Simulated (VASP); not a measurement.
Set up this calculation in VASP 6.6.1, as the native input.

| Item | Value |
| --- | --- |
| Task | single point |
| Functional | PBE |
| Potentials or basis | VASP PAW PBE potentials, release 64 (W_sv) |
| Cutoff | 520 eV |
| k mesh | 3 × 3 × 3 |
| Occupations | fermi-dirac, width 0.17 eV |
| Spin | no spin polarisation |
| Dipole correction | no |
| Further INCAR settings | LREAL = Auto; ALGO = Normal; EDIFF = 1e-06; NBANDS = 126 |

The structure of W lies in POSCAR:

```
W
1.0
    6.6213980000      0.0000000000      0.0000000000
    0.0000000000      6.6213980000      0.0000000000
    0.0000000000      0.0000000000      6.6213980000
W
16
Direct
    0.0123387840     -0.0176095743      0.0500800586
    0.4879634180      0.0159331911     -0.0288307696
    0.0211284686      0.4929170547     -0.0273960272
    0.0145739616      0.0085631463      0.5146194202
    0.2276558515      0.2613949501      0.2306008489
    0.5211890299      0.5296615609      0.0232579283
    0.5267467686      0.0163560626      0.4708522279
    0.7400854019      0.2626635644      0.2573021588
   -0.0223970829      0.4713808172      0.4980519220
    0.2333042055      0.7630714843      0.2636905379
    0.2673453552      0.2384390728      0.7209957776
    0.5061317867      0.4991846133      0.5145288049
    0.7351317652      0.7702754011      0.2583442349
    0.7466097039      0.2193796537      0.7530735956
    0.2438306835      0.7383939162      0.7457488585
    0.7383486086      0.7299968979      0.7550520298
```

One way to write it, as run:

INCAR

```
ALGO     = Normal         # electronic algorithm
EDIFF    = 1E-6           # SCF threshold, eV
ENCUT    = 520            # plane-wave cutoff, eV
GGA      = PE             # functional
ISIF     = 2              # what is computed and relaxed
ISMEAR   = -1             # smearing method
LASPH    = T              # aspherical terms in the spheres
LCHARG   = T              # write CHGCAR
LELF     = T              # ELF
LREAL    = Auto         
LVHAR    = T            
LWAVE    = F              # write WAVECAR
NBANDS   = 126            # bands
NELM     = 100            # most SCF steps
PREC     = Accurate       # precision mode
SIGMA    = 0.17           # smearing width, eV
```

KPOINTS

```
k-points
0
Gamma
  3 3 3
```

Potentials or basis: VASP PAW PBE potentials, release 64 (W_sv).

The run is started by

```console
$ cat potpaw_PBE.64/W_sv/POTCAR > POTCAR
$ mpirun -np 1 vasp_std > vasp.out
```

Results of the run:

```yaml
Pressure: -19.7 GPa
Largest_force: 3.899 eV/Å
Band_gap_on_the_k_mesh: zero (band 112 reaches 9.74 eV, above the bottom of band 113 at 9.40 eV)
```

Caveat: spin-orbit coupling is left out, which moves the levels of the heavy elements; forces of over 1 eV/Å act on the atoms, so gaps and moduli don't describe the material at rest.

It took 17 min on 1 thread of Intel(R) Xeon(R) Platinum 8488C (Sapphire Rapids), with other jobs on the host, peak memory 0.52 GiB.
